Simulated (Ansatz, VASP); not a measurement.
## One calculation of Rb2HfS6, two programs

Contents of INCAR:

```
  ALGO = Normal
  EDIFF = 1E-6
  ENCUT = 520
  GGA = PE
  ISIF = 2
  ISMEAR = 1
  LASPH = True
  LCHARG = False
  LREAL = False
  LWAVE = False
  NBANDS = 42
  NELM = 60
  PREC = Accurate
  SIGMA = 0.1063
```

The input KPOINTS:

```
k-points
0
Gamma
  4 4 5
```

POSCAR

```
Rb2HfS6
1.0
    3.5045260000      6.0700140000      0.0000000000
   -3.5045260000      6.0700140000      0.0000000000
    0.0000000000      0.0000000000      5.4843910000
Hf Rb S
1 2 6
Direct
    0.0000000000      0.0000000000      0.0000000000
    0.3333000000      0.3334000000      0.6920000000
    0.6667000000      0.6666000000      0.3080000000
    0.1600000000      0.6800000000      0.1980000000
    0.1600000000      0.1600000000      0.1980000000
    0.6800000000      0.1600000000      0.1980000000
    0.8400000000      0.3200000000      0.8020000000
    0.3200000000      0.8400000000      0.8020000000
    0.8400000000      0.8400000000      0.8020000000
```

Input for Ansatz:

```yaml
crystal:
  lattice:
    - [3.504526, 6.070014, 0.0]
    - [-3.504526, 6.070014, 0.0]
    - [0.0, 0.0, 5.484391]
  atoms:
    - { symbol: Hf, position: [0.0, 0.0, 0.0] }
    - { symbol: Rb, position: [0.3333, 0.3334, 0.692] }
    - { symbol: Rb, position: [0.6667, 0.6666, 0.308] }
    - { symbol: S, position: [0.16, 0.68, 0.198] }
    - { symbol: S, position: [0.16, 0.16, 0.198] }
    - { symbol: S, position: [0.68, 0.16, 0.198] }
    - { symbol: S, position: [0.84, 0.32, 0.802] }
    - { symbol: S, position: [0.32, 0.84, 0.802] }
    - { symbol: S, position: [0.84, 0.84, 0.802] }
  symmetry: { tolerance: 0.0003 }
kpoints:
  mp_grid: { grid: [4, 4, 5], shift: [0, 0, 0] }
  band_path:
    path:
      - [0.0, 0.0, 0.0]
      - [0.49999995, 0.50000002, 0.0]
      - [0.3333333, 0.66666673, 0.0]
      - [0.0, 0.0, 0.0]
      - [0.0, 0.0, 0.5]
      - [0.49999995, 0.50000002, 0.5]
      - [0.3333333, 0.66666673, 0.5]
      - [0.0, 0.0, 0.5]
      - [0.49999995, 0.50000002, 0.5]
      - [0.49999995, 0.50000002, 0.0]
      - [0.3333333, 0.66666673, 0.5]
    npoints: 6
magnetization:
  spin_polarized: false
scf:
  occupations: { method: cold, width: 0.1063 }
  lower_state_search: "off"
  max_iter: 200
hamiltonian:
  pseudopotentials: { kind: paw }
  xc: pbe
basis:
  ecutwfc: 420
  fft_grid_basis: typed
output:
  forces: true
  stress: true
  eigenvalues: true
  bader: true
  populations: true
  elf: true
  write_potential: true
  volumetric_format: npy
  dos:
    e_range: [-12, 8]
    de: 0.05
    projected: { site_lists: { Hf: [Hf], Rb: [Rb], S: [S] } }
checkpoint:
  read: saved_state
```

Alike in both runs: task single point; functional PBE; k mesh 4 × 4 × 5; no spin polarisation.

|  | VASP | Ansatz |
| --- | --- | --- |
| version | VASP 6.6.1 | Ansatz 0.2.0 |
| potentials or method | VASP PAW PBE potentials, release 64 (Hf_pv, Rb_sv, S), cutoff 520 eV | PAW plane waves |
| occupations | methfessel-paxton of order 1, width 0.1063 eV | cold, width 0.1063 eV |
| valence electrons in the cell | 64 | 80 |

```csv
,VASP,Ansatz,Ansatz less VASP
pressure (GPa),14.2,13.9,-0.24
"traceless stress, the component that is largest in VASP (GPa)",-3.48,-3.36,+0.120
rms of the force components (eV/Å),2.195,2.173,-0.0213
```

Atom by atom the forces differ by 0.022 eV/Å (rms over components). VASP's potentials hold 64 valence electrons a cell and Ansatz's 80, so a difference there can come from the potentials and not from the codes. Ansatz's warnings: structure snapped to symmetry.

Neither program's run includes spin-orbit coupling.
